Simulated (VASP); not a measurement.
# CdSe (P6_3mc) in VASP: a series of runs

Aim: see how the results for CdSe move with the level of theory and the settings. Levels: PBE, r2SCAN. Tasks: single point.

Program: VASP 6.6.1. These are calculated values, not measurements. Logs are shortened: lines on timing, memory, paths and dates and some standing lists are left out, and cuts for length are marked.

## (1) The cell of the first run

The structure is hexagonal, space group P6_3mc (No. 186). Conventional cell: a = 4.341 Å, b = 4.341 Å, c = 7.077 Å, α = 90.00°, β = 90.00°, γ = 120.00°. Within 3.5 Å of Cd (site symmetry 3m) lie 4 Se at 2.66 Å. Se (site symmetry 3m) has 4 Cd at 2.66 Å within 3.5 Å.

## (2) Single point, PBE

File INCAR:

```
PREC     = Accurate       # precision mode
ENCUT    = 520            # plane-wave cutoff, eV
EDIFF    = 1E-6           # SCF threshold, eV
ISMEAR   = 0              # smearing method
SIGMA    = 0.01           # smearing width, eV
LREAL    = F              # projectors in reciprocal space
LASPH    = T              # aspherical terms in the spheres
NELM     = 80             # most SCF steps
ALGO     = Normal         # electronic algorithm
ISIF     = 2              # what is computed and relaxed
LWAVE    = F              # write WAVECAR
LCHARG   = F              # write CHGCAR
GGA      = PE             # functional
NBANDS   = 26             # bands
```

File KPOINTS:

```
regular mesh
0
Gamma
  6 6 2
```

File POSCAR:

```
CdSe
1.0
    4.3407236660      0.0000000000      0.0000000000
   -2.1703618330      3.7591769656      0.0000000000
    0.0000000000      0.0000000000      7.0766459791
Cd Se
2 2
Direct
    0.3333333333      0.6666666667     -0.0004760039
    0.6666666667      0.3333333333      0.4995239961
    0.3333333333      0.6666666667      0.3754760039
    0.6666666667      0.3333333333      0.8754760039
```

Potentials or basis: VASP PAW PBE potentials, release 64 (Cd, Se).

Started as:

```console
cat potpaw_PBE.64/Cd/POTCAR potpaw_PBE.64/Se/POTCAR > POTCAR
mpirun -np 1 vasp_std > vasp.out
```

OUTCAR:

```text
PREC = Accurate
   ENCUT = 520
   EDIFF = 1E-6
   ISMEAR = 0
   LREAL = F
   LASPH = T
   NELM = 80
   ISIF = 2
   GGA = PE

 ion  position               nearest neighbor table
   1  0.333  0.667  1.000-   4 2.66   4 2.66   4 2.66   3 2.66
   2  0.667  0.333  0.500-   3 2.66   3 2.66   3 2.66   4 2.66
   3  0.333  0.667  0.375-   2 2.66   2 2.66   2 2.66   1 2.66
   4  0.667  0.333  0.875-   1 2.66   1 2.66   1 2.66   2 2.66

  LATTYP: Found a hexagonal cell.
 ALAT       =     4.3407236660
 C/A-ratio  =     1.6302917494

  Lattice vectors:

 A1 = (   4.3407236660,   0.0000000000,   0.0000000000)
 A2 = (  -2.1703618330,   3.7591769656,   0.0000000000)
 A3 = (   0.0000000000,   0.0000000000,   7.0766459791)

Analysis of symmetry for initial positions (statically):
=====================================================================
 Subroutine PRICEL returns:
 Original cell was already a primitive cell.

 Routine SETGRP: Setting up the symmetry group for a
 hexagonal supercell.

 Subroutine GETGRP returns: Found 12 space group operations
 (whereof  6 operations were pure point group operations)
 out of a pool of 24 trial point group operations.

The static configuration has the point symmetry C_3v.
 The point group associated with its full space group is C_6v.

Analysis of symmetry for dynamics (positions and initial velocities):
=====================================================================
 Subroutine PRICEL returns:
 Original cell was already a primitive cell.

 Routine SETGRP: Setting up the symmetry group for a
 hexagonal supercell.

 Subroutine GETGRP returns: Found 12 space group operations
 (whereof  6 operations were pure point group operations)
 out of a pool of 24 trial point group operations.

The dynamic configuration has the point symmetry C_3v.
 The point group associated with its full space group is C_6v.

 Subroutine INISYM returns: Found 12 space group operations
 (whereof  6 operations are pure point group operations),
 and found     1 'primitive' translations

----------------------------------------------------------------------------------------

                                     Primitive cell

  volume of cell :     115.4735

  direct lattice vectors                    reciprocal lattice vectors
     4.340723666  0.000000000  0.000000000     0.230376333  0.133007838  0.000000000
    -2.170361833  3.759176966  0.000000000     0.000000000  0.266015676  0.000000000
     0.000000000  0.000000000  7.076645979     0.000000000  0.000000000  0.141309881

  length of vectors
     4.340723666  4.340723666  7.076645979     0.266015676  0.266015676  0.141309881

  position of ions in fractional coordinates (direct lattice)
     0.333333333  0.666666667  0.999523996
     0.666666667  0.333333333  0.499523996
     0.333333333  0.666666667  0.375476004
     0.666666667  0.333333333  0.875476004

  ion indices of the primitive-cell ions
   primitive index   ion index
                 1           1
                 2           2
                 3           3
                 4           4

----------------------------------------------------------------------------------------

 KPOINTS: regular mesh

Automatic generation of k-mesh.
 Grid dimensions read from file:
 generate k-points for:    6    6    2

 Generating k-lattice:

  Cartesian coordinates                     Fractional coordinates (reciprocal lattice)
     0.038396055  0.022167973  0.000000000     0.166666667  0.000000000  0.000000000
     0.000000000  0.044335946  0.000000000     0.000000000  0.166666667  0.000000000
     0.000000000  0.000000000  0.070654940     0.000000000  0.000000000  0.500000000

  Length of vectors
     0.044335946  0.044335946  0.070654940

  Shift w.r.t. Gamma in fractional coordinates (k-lattice)
     0.000000000  0.000000000  0.000000000

 Subroutine IBZKPT returns following result:
 ===========================================

 Found     14 irreducible k-points:

 Following reciprocal coordinates:
            Coordinates               Weight
  0.000000  0.000000  0.000000      1.000000
  0.166667  0.000000  0.000000      6.000000
  0.333333 -0.000000  0.000000      6.000000
  0.500000  0.000000  0.000000      3.000000
  0.166667  0.166667  0.000000      6.000000
  0.333333  0.166667  0.000000     12.000000
  0.333333  0.333333  0.000000      2.000000
  0.000000  0.000000  0.500000      1.000000
  0.166667  0.000000  0.500000      6.000000
  0.333333 -0.000000  0.500000      6.000000
  0.500000  0.000000  0.500000      3.000000
  0.166667  0.166667  0.500000      6.000000
  0.333333  0.166667  0.500000     12.000000
  0.333333  0.333333  0.500000      2.000000
   k-points           NKPTS =     14   k-points in BZ     NKDIM =     14   number of bands    NBANDS=     26
   number of dos      NEDOS =    301   number of ions     NIONS =      4
   total plane-waves  NPLWV =  55296
   dimension x,y,z NGX =    32 NGY =   32 NGZ =   54
[... 66 lines left out ...]
 fundamental gap:      0.6102358179
 Fermi energy:         0.8545085604

 k-point     1 :       0.0000    0.0000    0.0000
  band No.  band energies     occupation
      1     -11.7131      2.00000
      2     -11.3579      2.00000
      3      -7.1012      2.00000
      4      -7.0962      2.00000
      5      -7.0962      2.00000
      6      -7.0332      2.00000
[... 18 lines left out ...]
     25       7.7336      0.00000
     26       8.3707      0.00000

 k-point     2 :       0.1667    0.0000    0.0000
  band No.  band energies     occupation
      1     -11.6354      2.00000
      2     -11.3233      2.00000
      3      -7.0775      2.00000
      4      -7.0694      2.00000
      5      -7.0336      2.00000
      6      -6.9966      2.00000
[... 18 lines left out ...]
     25       7.9622      0.00000
     26       8.3420      0.00000

 k-point     3 :       0.3333   -0.0000    0.0000
  band No.  band energies     occupation
      1     -11.4662      2.00000
      2     -11.2649      2.00000
      3      -7.0366      2.00000
      4      -7.0271      2.00000
      5      -6.9289      2.00000
      6      -6.9208      2.00000
[... 18 lines left out ...]
     25       8.5553      0.00000
     26       8.8767      0.00000

 k-point     4 :       0.5000    0.0000    0.0000
  band No.  band energies     occupation
      1     -11.3647      2.00000
      2     -11.2515      2.00000
      3      -7.0227      2.00000
      4      -7.0132      2.00000
      5      -6.8859      2.00000
      6      -6.8703      2.00000
[... 18 lines left out ...]
     25       8.6292      0.00000
     26      10.3305      0.00000

 k-point     5 :       0.1667    0.1667    0.0000
  band No.  band energies     occupation
      1     -11.5113      2.00000
      2     -11.2775      2.00000
      3      -7.0430      2.00000
      4      -7.0365      2.00000
      5      -6.9520      2.00000
      6      -6.9488      2.00000
[... 18 lines left out ...]
     25       8.5089      0.00000
     26       8.7382      0.00000

 k-point     6 :       0.3333    0.1667    0.0000
  band No.  band energies     occupation
      1     -11.3661      2.00000
      2     -11.2515      2.00000
      3      -7.0322      2.00000
      4      -6.9931      2.00000
      5      -6.8996      2.00000
      6      -6.8895      2.00000
[... 137 lines left out ...]
 k-point    11 :       0.5000    0.0000    0.5000
  band No.  band energies     occupation
      1     -11.3017      2.00000
      2     -11.3017      2.00000
      3      -6.9941      2.00000
      4      -6.9941      2.00000
      5      -6.9466      2.00000
      6      -6.9466      2.00000
[... 18 lines left out ...]
     25       8.6284      0.00000
     26       8.6284      0.00000

 k-point    12 :       0.1667    0.1667    0.5000
  band No.  band energies     occupation
      1     -11.3897      2.00000
      2     -11.3897      2.00000
      3      -7.0045      2.00000
      4      -7.0045      2.00000
      5      -6.9846      2.00000
      6      -6.9846      2.00000
[... 18 lines left out ...]
     25       8.2171      0.00000
     26       8.2171      0.00000

 k-point    13 :       0.3333    0.1667    0.5000
  band No.  band energies     occupation
      1     -11.3024      2.00000
      2     -11.3024      2.00000
      3      -6.9798      2.00000
      4      -6.9798      2.00000
      5      -6.9519      2.00000
      6      -6.9519      2.00000
[... 18 lines left out ...]
     25       8.6671      0.00000
     26       8.6671      0.00000

 k-point    14 :       0.3333    0.3333    0.5000
  band No.  band energies     occupation
      1     -11.2740      2.00000
      2     -11.2740      2.00000
      3      -6.9598      2.00000
      4      -6.9598      2.00000
      5      -6.9505      2.00000
      6      -6.9505      2.00000
[... 18 lines left out ...]
     25       9.4529      0.00000
     26       9.4531      0.00000

------------------------ aborting loop because EDIFF is reached ----------------------------------------

  FORCE on cell =-STRESS in cart. coord.  units (eV):
  Direction    XX          YY          ZZ          XY          YZ          ZX
  --------------------------------------------------------------------------------------
  -------------------------------------------------------------------------------------
  Total        1.2266044      1.2266044      1.2371696      0.0000000      0.0000000     -0.0000000
  in kB       17.0189479     17.0189479     17.1655390      0.0000000      0.0000000     -0.0000000
  external PRESSURE =      17.0678116 kB  Pullay stress =       0.0000000 kB

 VOLUME and BASIS-vectors are now :
 -----------------------------------------------------------------------------
  energy-cutoff  :      520.00
  volume of cell :      115.47
      direct lattice vectors                 reciprocal lattice vectors
     4.340723666  0.000000000  0.000000000     0.230376333  0.133007838  0.000000000
    -2.170361833  3.759176966  0.000000000     0.000000000  0.266015676  0.000000000
     0.000000000  0.000000000  7.076645979     0.000000000  0.000000000  0.141309881

 POSITION                                       TOTAL-FORCE (eV/Angst)
 -----------------------------------------------------------------------------------
     -0.00000      2.50612      7.07328        -0.000000      0.000000      0.005340
      2.17036      1.25306      3.53495         0.000000     -0.000000      0.005340
     -0.00000      2.50612      2.65711        -0.000000      0.000000     -0.005340
      2.17036      1.25306      6.19543         0.000000      0.000000     -0.005340
 -----------------------------------------------------------------------------------
    total drift:                               -0.000000     -0.000000      0.000223

  FREE ENERGIE OF THE ION-ELECTRON SYSTEM (eV)
  ---------------------------------------------------
  free  energy   TOTEN  =       -10.9673103690 eV

  energy  without entropy=      -10.9673103690  energy(sigma->0) =      -10.96731037
```

Wall time 15 s (1 thread of Intel Xeon 6975P-C (Granite Rapids), shared host); peak memory 0.23 GiB.

What came out:

| Item | Value |
| --- | --- |
| Free energy | -10.9673 eV |
| Pressure | 1.7 GPa |
| Largest force | 0.005 eV/Å |
| Band gap on the k mesh | 0.61 eV, direct |

Forces in eV/Å, atoms in the order of the input:
```
Cd   0.000  0.000  0.005
Cd   0.000  0.000  0.005
Se   0.000  0.000 -0.005
Se   0.000  0.000 -0.005
```

Levels at points of the mesh, in eV from the valence-band top:
| k point | band 16 | band 17 | band 18 | band 19 | band 20 | band 21 |
| --- | --- | --- | --- | --- | --- | --- |
| (0.00, 0.00, 0.00) | -0.04 | 0.00 | 0.00 | 0.61 | 2.17 | 5.85 |
| (0.50, 0.00, 0.00) | -1.77 | -1.27 | -0.72 | 3.16 | 3.33 | 4.78 |
| (0.00, 0.00, 0.50) | -0.38 | -0.38 | -0.38 | 2.32 | 2.32 | 5.82 |
| (0.50, 0.00, 0.50) | -1.30 | -1.29 | -1.29 | 2.92 | 2.92 | 4.84 |

Caveat: the k points lie up to 0.44 Å⁻¹ apart. As with any semilocal functional, this PBE gap is likely too small.

## (3) Single point, PBE

This run uses another cell than the first one, of 29.78 Å³/atom, 1.031 times its volume.

File INCAR:

```
  PREC = Accurate
  ENCUT = 520
  EDIFF = 1E-6
  ISMEAR = -1
  SIGMA = 0.02
  LREAL = False
  LASPH = True
  NELM = 60
  ALGO = Normal
  ISIF = 2
  LWAVE = False
  LCHARG = False
  GGA = PE
  NBANDS = 26
```

File KPOINTS:

```
Automatic mesh
0
Gamma
  6 6 4
```

File POSCAR:

```
CdSe
1.0
    4.3840057915      0.0000000000      0.0000000000
   -2.1920028958      3.7966603858      0.0000000000
    0.0000000000      0.0000000000      7.1556125422
Cd Se
2 2
Direct
    0.3333333333      0.6666666667     -0.0002790369
    0.6666666667      0.3333333333      0.4997209631
    0.3333333333      0.6666666667      0.3752790369
    0.6666666667      0.3333333333      0.8752790369
```

Potentials or basis: VASP PAW PBE potentials, release 64 (Cd, Se).

Started as:

```console
cat potpaw_PBE.64/Cd/POTCAR potpaw_PBE.64/Se/POTCAR > POTCAR
mpirun -np 1 vasp_std > vasp.out
```

It took 26 s on 1 thread of Intel Xeon 6975P-C (Granite Rapids), shared host; peak memory 0.26 GiB.

The run converged. Its results:

```
Free energy            : -10.9910 eV
Pressure               : 0.2 GPa
Largest force          : 0.004 eV/Å
Band gap on the k mesh : 0.54 eV, direct
```

Forces in eV/Å, atoms in the order of the input:
```
Cd   0.000  0.000 -0.004
Cd   0.000  0.000 -0.004
Se   0.000  0.000  0.004
Se   0.000  0.000  0.004
```

Levels at points of the mesh, in eV from the valence-band top:
| k point | band 14 | band 15 | band 16 | band 17 | band 18 | band 19 | band 20 | band 21 | band 22 | band 23 |
| --- | --- | --- | --- | --- | --- | --- | --- | --- | --- | --- |
| (0.00, 0.00, 0.00) | -0.69 | -0.69 | -0.04 | 0.00 | 0.00 | 0.54 | 2.14 | 5.85 | 5.85 | 6.12 |
| (0.50, 0.00, 0.00) | -3.42 | -2.42 | -1.67 | -1.20 | -0.68 | 3.09 | 3.33 | 4.78 | 5.93 | 6.43 |
| (0.00, 0.00, 0.50) | -2.53 | -0.36 | -0.36 | -0.36 | -0.36 | 2.26 | 2.26 | 5.76 | 5.76 | 6.24 |
| (0.50, 0.00, 0.50) | -3.94 | -1.24 | -1.24 | -1.21 | -1.21 | 2.90 | 2.90 | 4.83 | 4.83 | 7.56 |

## (4) Single point, r2SCAN

File POSCAR:

```
CdSe
1.0
    4.3407236660      0.0000000000      0.0000000000
   -2.1703618330      3.7591769656      0.0000000000
    0.0000000000      0.0000000000      7.0766459791
Cd Se
2 2
Direct
    0.3333333333      0.6666666667     -0.0004760039
    0.6666666667      0.3333333333      0.4995239961
    0.3333333333      0.6666666667      0.3754760039
    0.6666666667      0.3333333333      0.8754760039
```

File INCAR.step1:

```
SYSTEM = CdSe
PREC     = Accurate       ! precision mode
ENCUT    = 520            ! plane-wave cutoff, eV
ISMEAR   = -1             ! smearing method
SIGMA    = 0.02           ! smearing width, eV
LREAL    = .FALSE.        ! projectors in reciprocal space
LASPH    = .TRUE.         ! aspherical terms in the spheres
NELM     = 80             ! most SCF steps
NBANDS   = 26             ! bands
GGA      = PE             ! functional
ALGO     = Normal         ! electronic algorithm
EDIFF    = 1E-4           ! SCF threshold, eV
LWAVE    = .TRUE.         ! write WAVECAR
LCHARG   = .FALSE.        ! write CHGCAR
```

File INCAR.step2:

```
SYSTEM = CdSe
PREC     = Accurate       ! precision mode
ENCUT    = 520            ! plane-wave cutoff, eV
EDIFF    = 1E-6           ! SCF threshold, eV
ISMEAR   = -1             ! smearing method
SIGMA    = 0.02           ! smearing width, eV
LREAL    = .FALSE.        ! projectors in reciprocal space
LASPH    = .TRUE.         ! aspherical terms in the spheres
NELM     = 80             ! most SCF steps
ALGO     = Normal         ! electronic algorithm
ISIF     = 2              ! what is computed and relaxed
LWAVE    = .FALSE.        ! write WAVECAR
LCHARG   = .FALSE.        ! write CHGCAR
METAGGA  = R2SCAN         ! meta-GGA
LMIXTAU  = .TRUE.       
NBANDS   = 26             ! bands
ISTART   = 1
```

File KPOINTS:

```
regular mesh
0
G
  6 6 4
  0 0 0
```

Started as:

```console
cat potpaw_PBE.64/Cd/POTCAR potpaw_PBE.64/Se/POTCAR > POTCAR
cp INCAR.step1 INCAR
mpirun -np 1 vasp_std > vasp.out
cp INCAR.step2 INCAR
mpirun -np 1 vasp_std > vasp.out
```

Run time: 70 s. Hardware: 1 thread of Intel Xeon 6975P-C (Granite Rapids), shared host; peak memory 0.26 GiB.

Results (log left out):

```yaml
Free_energy: -71.8298 eV
Pressure: 0.2 GPa
Band_gap_on_the_k_mesh: 1.09 eV, direct
```

Levels at points of the mesh, in eV from the valence-band top:
| k point | band 14 | band 15 | band 16 | band 17 | band 18 | band 19 | band 20 | band 21 | band 22 | band 23 |
| --- | --- | --- | --- | --- | --- | --- | --- | --- | --- | --- |
| (0.00, 0.00, 0.00) | -0.74 | -0.74 | -0.04 | 0.00 | 0.00 | 1.09 | 2.64 | 6.38 | 6.38 | 6.68 |
| (0.50, 0.00, 0.00) | -3.53 | -2.58 | -1.80 | -1.28 | -0.73 | 3.63 | 3.71 | 5.09 | 6.55 | 6.93 |
| (0.00, 0.00, 0.50) | -2.56 | -0.38 | -0.38 | -0.38 | -0.38 | 2.78 | 2.78 | 6.27 | 6.27 | 6.76 |
| (0.50, 0.00, 0.50) | -4.10 | -1.31 | -1.31 | -1.31 | -1.31 | 3.33 | 3.33 | 5.27 | 5.27 | 8.12 |

Caveat: the PAW data sets were made with another functional, which shifts forces and pressure a little. r2SCAN opens gaps a little over a GGA but as a rule still falls short of measured ones.

## (5) The runs side by side

```csv
level,cell,k mesh,smearing,gap on the mesh (eV),pressure (GPa)
PBE,"a = 4.341, b = 4.341, c = 7.077 Å, angles 90.0, 90.0, 120.0°, 4 atoms",6 × 6 × 2,gaussian 0.01 eV,0.61,1.7
PBE,"a = 4.384, b = 4.384, c = 7.156 Å, angles 90.0, 90.0, 120.0°, 4 atoms",6 × 6 × 4,fermi-dirac 0.02 eV,0.54,0.2
r2SCAN,"a = 4.341, b = 4.341, c = 7.077 Å, angles 90.0, 90.0, 120.0°, 4 atoms",6 × 6 × 4,fermi-dirac 0.02 eV,1.09,0.2
```

Alike in all rows: task single point; potentials or basis VASP PAW PBE potentials, release 64 (Cd, Se); no spin polarisation; cutoff (eV) 520.

Caveats: some runs use coarse meshes; the PAW data sets were made with another functional, which shifts forces and pressure a little (some runs).

Total energies depend on the potentials used, so only differences within one code and one set of settings carry meaning.
